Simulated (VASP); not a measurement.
# NaH in VASP: further runs

Runs on NaH. Level: r2SCAN. Tasks: single point.

All numbers are computed with VASP 6.6.1; they aren't measurements. Logs are shortened: lines on timing, memory, paths and dates and some standing lists are left out, and cuts for length are marked.

### 1 The cell of the first run

It takes space group Pm-3m (No. 221, cubic). Conventional cell: a = 2.955 Å, b = 2.955 Å, c = 2.955 Å, α = 90.00°, β = 90.00°, γ = 90.00°. Within 3.4 Å of Na (site symmetry m-3m) lie 8 H at 2.56 Å and 6 Na at 2.96 Å. Within 3.4 Å of H (site symmetry m-3m) lie 8 Na at 2.56 Å and 6 H at 2.96 Å.

### 2 Single point, r2SCAN

POSCAR

```
NaH
1.0
    2.9551240000      0.0000000000      0.0000000000
    0.0000000000      2.9551240000      0.0000000000
    0.0000000000      0.0000000000      2.9551240000
Na H
1 1
Direct
    0.0000000000      0.0000000000      0.0000000000
    0.5000000000      0.5000000000      0.5000000000
```

INCAR.step1

```
SYSTEM = NaH
  ALGO = Normal
  EDIFF = 1E-5
  ENCUT = 550
  GGA = PE
  GGA_COMPAT = .False.
  ISMEAR = -1
  LASPH = .True.
  LCHARG = .False.
  LREAL = .False.
  LWAVE = .True.
  NBANDS = 11
  NELM = 120
  PREC = Accurate
  SIGMA = 0.02
```

INCAR.step2

```
SYSTEM = NaH
  ALGO = Normal
  EDIFF = 1E-6
  ENCUT = 550
  GGA_COMPAT = .False.
  ISIF = 2
  ISMEAR = -1
  ISTART = 1
  LASPH = .True.
  LCHARG = .False.
  LMIXTAU = .True.
  LREAL = .False.
  LWAVE = .False.
  METAGGA = R2SCAN
  NBANDS = 11
  NELM = 120
  PREC = Accurate
  SIGMA = 0.02
```

KPOINTS

```
k-points
0
Gamma
  6 6 6
  0 0 0
```

Potentials or basis: VASP PAW PBE potentials, release 64 (Na_pv, H).

Run with:

```
> cat potpaw_PBE.64/Na_pv/POTCAR potpaw_PBE.64/H/POTCAR > POTCAR
> cp INCAR.step1 INCAR
> mpirun -np 1 vasp_std > vasp.out
> cp INCAR.step2 INCAR
> mpirun -np 1 vasp_std > vasp.out
```

OUTCAR:

```text
SYSTEM = NaH
   EDIFF = 1E-6
   ENCUT = 550
   ISIF = 2
   ISMEAR = -1
   ISTART = 1
   LASPH = .True.
   LREAL = .False.
   METAGGA = R2SCAN
   NELM = 120
   PREC = Accurate

 ion  position               nearest neighbor table
   1  0.000  0.000  0.000-
   2  0.500  0.500  0.500-

  LATTYP: Found a simple cubic cell.
 ALAT       =     2.9551240000

  Lattice vectors:

 A1 = (   2.9551240000,   0.0000000000,   0.0000000000)
 A2 = (   0.0000000000,   2.9551240000,   0.0000000000)
 A3 = (   0.0000000000,   0.0000000000,   2.9551240000)

Analysis of symmetry for initial positions (statically):
=====================================================================
 Subroutine PRICEL returns:
 Original cell was already a primitive cell.

 Routine SETGRP: Setting up the symmetry group for a
 simple cubic supercell.

 Subroutine GETGRP returns: Found 48 space group operations
 (whereof 48 operations were pure point group operations)
 out of a pool of 48 trial point group operations.

The static configuration has the point symmetry O_h .

Analysis of symmetry for dynamics (positions and initial velocities):
=====================================================================
 Subroutine PRICEL returns:
 Original cell was already a primitive cell.

 Routine SETGRP: Setting up the symmetry group for a
 simple cubic supercell.

 Subroutine GETGRP returns: Found 48 space group operations
 (whereof 48 operations were pure point group operations)
 out of a pool of 48 trial point group operations.

The dynamic configuration has the point symmetry O_h .

 Subroutine INISYM returns: Found 48 space group operations
 (whereof 48 operations are pure point group operations),
 and found     1 'primitive' translations

----------------------------------------------------------------------------------------

                                     Primitive cell

  volume of cell :      25.8064

  direct lattice vectors                    reciprocal lattice vectors
     2.955124000  0.000000000  0.000000000     0.338395275  0.000000000  0.000000000
     0.000000000  2.955124000  0.000000000     0.000000000  0.338395275  0.000000000
     0.000000000  0.000000000  2.955124000     0.000000000  0.000000000  0.338395275

  length of vectors
     2.955124000  2.955124000  2.955124000     0.338395275  0.338395275  0.338395275

  position of ions in fractional coordinates (direct lattice)
     0.000000000  0.000000000  0.000000000
     0.500000000  0.500000000  0.500000000

  ion indices of the primitive-cell ions
   primitive index   ion index
                 1           1
                 2           2

----------------------------------------------------------------------------------------

 KPOINTS: k-points

Automatic generation of k-mesh.
 Grid dimensions read from file:
 generate k-points for:    6    6    6

 Generating k-lattice:

  Cartesian coordinates                     Fractional coordinates (reciprocal lattice)
     0.056399213  0.000000000  0.000000000     0.166666667  0.000000000  0.000000000
     0.000000000  0.056399213  0.000000000     0.000000000  0.166666667  0.000000000
     0.000000000  0.000000000  0.056399213     0.000000000  0.000000000  0.166666667

  Length of vectors
     0.056399213  0.056399213  0.056399213

  Shift w.r.t. Gamma in fractional coordinates (k-lattice)
     0.000000000  0.000000000  0.000000000

 Subroutine IBZKPT returns following result:
 ===========================================

 Found     20 irreducible k-points:

 Following reciprocal coordinates:
            Coordinates               Weight
  0.000000  0.000000  0.000000      1.000000
  0.166667  0.000000  0.000000      6.000000
  0.333333  0.000000  0.000000      6.000000
  0.500000  0.000000  0.000000      3.000000
  0.166667  0.166667  0.000000     12.000000
  0.333333  0.166667  0.000000     24.000000
[... 12 lines left out ...]
  0.500000  0.500000  0.333333      6.000000
  0.500000  0.500000  0.500000      1.000000
   k-points           NKPTS =     20   k-points in BZ     NKDIM =     20   number of bands    NBANDS=     11
   number of dos      NEDOS =    301   number of ions     NIONS =      2
   total plane-waves  NPLWV =  13824
   dimension x,y,z NGX =    24 NGY =   24 NGZ =   24
   dimension x,y,z NGXF=    48 NGYF=   48 NGZF=   48
   ions per type =               1   1
   NGX,Y,Z   is equivalent  to a cutoff of  13.50, 13.50, 13.50 a.u.
   NGXF,Y,Z  is equivalent  to a cutoff of  27.00, 27.00, 27.00 a.u.
 SYSTEM =  NaH
   PREC   = accura    normal or accurate (medium, high low for compatibility)
   ISTART =      1    job   : 0-new  1-cont  2-samecut
   ICHARG =      0    charge: 1-file 2-atom 10-const
   ISPIN  =      1    spin polarized calculation?
   LNONCOLLINEAR =      F non collinear calculations
   LSORBIT =      F    spin-orbit coupling
   LASPH  =      T    aspherical Exc in radial PAW
   ENCUT  =  550.0 eV  40.42 Ry    6.36 a.u.   5.65  5.65  5.65*2*pi/ulx,y,z
   NELM   =    120;   NELMIN=  2; NELMDL=  0     # of ELM steps
   EDIFF  = 0.1E-05   stopping-criterion for ELM
   LREAL  =      F    real-space projection
   EDIFFG = 0.1E-04   stopping-criterion for IOM
   NSW    =      0    number of steps for IOM
   IBRION =     -1    ionic relax: 0-MD 1-quasi-New 2-CG
   NFREE  =      0    steps in history (QN), initial steepest desc. (CG)
   ISIF   =      2    stress and relaxation
   ISYM   =      2    0-nonsym 1-usesym 2-fastsym
   POTIM  = 0.5000    time-step for ionic-motion
   TEBEG  =    0.0;   TEEND  =   0.0 temperature during run
   PSTRESS=    0.0 pullay stress
   NELECT =       8.0000    total number of electrons
   NUPDOWN=      -1.0000    fix difference up-down
   EMIN   =  10.00;   EMAX   =-10.00  energy-range for DOS
   EFERMI =   0.00;   METHOD = LEGACY
   ISMEAR =    -1;   SIGMA  =   0.02  broadening in eV -4-tet -1-fermi 0-gaus
   EFERMI_NEDOS =   21; number of points for ismear=-14 and -15
   IALGO  =     38    algorithm
   IMIX   =      4    mixing-type and parameters
     AMIX     =   0.40;   BMIX     =  1.00
     AMIX_MAG =   1.60;   BMIX_MAG =  1.00
  volume/ion in A,a.u.               =      12.90        87.08
  Fermi-wavevector in a.u.,A,eV,Ry     =   1.107973  2.093765 16.702564  1.227604
  Thomas-Fermi vector in A             =   2.244494
   LORBIT       =      0    0 simple, 1 ext, 2 COOP (PROOUT), +10 PAW based schemes
   METAGGA = R2SCAN    functional components
   LHFCALC =     F    Hartree Fock is set to
   AEXX    =    0.0000 exact exchange contribution
   IVDW    =     0    specifies the selected vdW correction
   LEPSILON=     F    determine dielectric tensor
   LRPA    =     F    only Hartree local field effects (RPA)
 non-spin polarized calculation
  energy-cutoff  :      550.00
  volume of cell :       25.81
 maximum number of plane-waves:       768
 NGX is ok and might be reduce to    24
   NGX = 11   NGY = 11   NGZ = 11

 number of electron       8.0000007 magnetization

 Free energy of the ion-electron system (eV)
  ---------------------------------------------------
  ext. energy  EPLUGINS =         0.00000000
  ---------------------------------------------------
  free energy    TOTEN  =        -7.29133374 eV

  energy without entropy =       -7.29133374  energy(sigma->0) =       -7.29133374

 E-fermi :   1.5000     XC(G=0):  -8.5602

 val. band max:        1.0607708543   @ k =   0.5000   0.5000   0.5000
 cond. band min:       2.6638098452   @ k =   0.5000   0.0000   0.0000
 fundamental gap:      1.6030389909
 Fermi energy:         1.4999806610

 k-point     1 :       0.0000    0.0000    0.0000
  band No.  band energies     occupation
      1     -24.4244      2.00000
      2     -24.4244      2.00000
      3     -24.4244      2.00000
      4      -4.8975      2.00000
      5      10.7450      0.00000
      6      12.6445      0.00000
      7      12.6445      0.00000
      8      14.3457      0.00000
      9      14.3457      0.00000
     10      14.3457      0.00000
     11      27.5844      0.00000

 k-point     2 :       0.1667    0.0000    0.0000
  band No.  band energies     occupation
      1     -24.4664      2.00000
      2     -24.4207      2.00000
      3     -24.4207      2.00000
      4      -4.4653      2.00000
      5       8.0667      0.00000
      6      11.8525      0.00000
      7      13.1099      0.00000
      8      14.6562      0.00000
      9      14.6562      0.00000
     10      18.8666      0.00000
     11      24.7939      0.00000

 k-point     3 :       0.3333    0.0000    0.0000
  band No.  band energies     occupation
      1     -24.5494      2.00000
      2     -24.4134      2.00000
      3     -24.4134      2.00000
      4      -3.3234      2.00000
      5       4.4154      0.00000
      6      12.5604      0.00000
      7      14.4514      0.00000
      8      15.4890      0.00000
      9      15.4890      0.00000
     10      20.9741      0.00000
     11      21.6909      0.00000

 k-point     4 :       0.5000    0.0000    0.0000
  band No.  band energies     occupation
      1     -24.5904      2.00000
      2     -24.4097      2.00000
      3     -24.4097      2.00000
      4      -2.4316      2.00000
      5       2.6638      0.00000
      6      13.0032      0.00000
      7      15.8421      0.00000
      8      16.1480      0.00000
      9      16.1480      0.00000
     10      18.6070      0.00000
     11      20.2516      0.00000

 k-point     5 :       0.1667    0.1667    0.0000
  band No.  band energies     occupation
      1     -24.4649      2.00000
      2     -24.4586      2.00000
      3     -24.4171      2.00000
      4      -4.0480      2.00000
      5       7.9878      0.00000
      6       9.1619      0.00000
      7      12.8684      0.00000
      8      14.9901      0.00000
      9      18.5162      0.00000
     10      19.5029      0.00000
     11      21.0973      0.00000
[... 155 lines left out ...]
 k-point    17 :       0.3333    0.3333    0.3333
  band No.  band energies     occupation
      1     -24.5186      2.00000
      2     -24.5115      2.00000
      3     -24.5115      2.00000
      4      -0.7501      2.00000
      5       6.9680      0.00000
      6       8.1809      0.00000
      7       8.1809      0.00000
      8      13.8209      0.00000
      9      13.8209      0.00000
     10      15.2065      0.00000
     11      22.5576      0.00000

 k-point    18 :       0.5000    0.3333    0.3333
  band No.  band energies     occupation
      1     -24.5504      2.00000
      2     -24.5104      2.00000
      3     -24.5062      2.00000
      4      -0.1188      2.00000
      5       6.1871      0.00000
      6       8.3496      0.00000
      7       9.3262      0.00000
      8      11.7908      0.00000
      9      13.0004      0.00000
     10      14.9228      0.00000
     11      21.3398      0.00000

 k-point    19 :       0.5000    0.5000    0.3333
  band No.  band energies     occupation
      1     -24.5442      2.00000
      2     -24.5442      2.00000
      3     -24.5031      2.00000
      4       0.4665      2.00000
      5       7.3024      0.00000
      6       7.3024      0.00000
      7       9.8518      0.00000
      8      10.4059      0.00000
      9      13.0767      0.00000
     10      13.0767      0.00000
     11      20.0494      0.00000

 k-point    20 :       0.5000    0.5000    0.5000
  band No.  band energies     occupation
      1     -24.5384      2.00000
      2     -24.5384      2.00000
      3     -24.5384      2.00000
      4       1.0608      2.00000
      5       8.3391      0.00000
      6       8.3391      0.00000
      7       8.3391      0.00000
      8      11.1527      0.00000
      9      11.1527      0.00000
     10      11.1527      0.00000
     11      18.6833      0.00000

------------------------ aborting loop because EDIFF is reached ----------------------------------------

  FORCE on cell =-STRESS in cart. coord.  units (eV):
  Direction    XX          YY          ZZ          XY          YZ          ZX
  --------------------------------------------------------------------------------------
  -------------------------------------------------------------------------------------
  Total       -0.1446511     -0.1446511     -0.1446511      0.0000000      0.0000000     -0.0000000
  in kB       -8.9805962     -8.9805962     -8.9805962      0.0000000      0.0000000     -0.0000000
  external PRESSURE =      -8.9805962 kB  Pullay stress =       0.0000000 kB

 VOLUME and BASIS-vectors are now :
 -----------------------------------------------------------------------------
  energy-cutoff  :      550.00
  volume of cell :       25.81
      direct lattice vectors                 reciprocal lattice vectors
     2.955124000  0.000000000  0.000000000     0.338395275  0.000000000  0.000000000
     0.000000000  2.955124000  0.000000000     0.000000000  0.338395275  0.000000000
     0.000000000  0.000000000  2.955124000     0.000000000  0.000000000  0.338395275

 POSITION                                       TOTAL-FORCE (eV/Angst)
 -----------------------------------------------------------------------------------
      0.00000      0.00000      0.00000         0.000000      0.000000      0.000000
      1.47756      1.47756      1.47756         0.000000      0.000000      0.000000
 -----------------------------------------------------------------------------------
    total drift:                                0.000000      0.000000      0.000000

  FREE ENERGIE OF THE ION-ELECTRON SYSTEM (eV)
  ---------------------------------------------------
  free  energy   TOTEN  =        -7.2913337424 eV

  energy  without entropy=       -7.2913337424  energy(sigma->0) =       -7.29133374
```

It took 18 s on 1 thread of Intel Xeon Platinum 8559C (Emerald Rapids), shared host; peak memory 0.13 GiB.

What came out:

```
Free energy            : -7.2913 eV
Pressure               : -0.9 GPa
Band gap on the k mesh : 1.60 eV (least direct gap 5.10 eV)
```

Levels at points of the mesh, in eV from the valence-band top:
```
           k point  band 2  band 3  band 4  band 5  band 6  band 7
(0.00, 0.00, 0.00)  -25.49  -25.49   -5.96    9.68   11.58   11.58
(0.50, 0.00, 0.00)  -25.47  -25.47   -3.49    1.60   11.94   14.78
(0.50, 0.50, 0.00)  -25.62  -25.46   -1.82    4.81    4.81    7.75
(0.50, 0.50, 0.50)  -25.60  -25.60    0.00    7.28    7.28    7.28
```

Caveat: the PAW data sets were made with another functional, which shifts forces and pressure a little.

(Continued in part 2 of 2.)
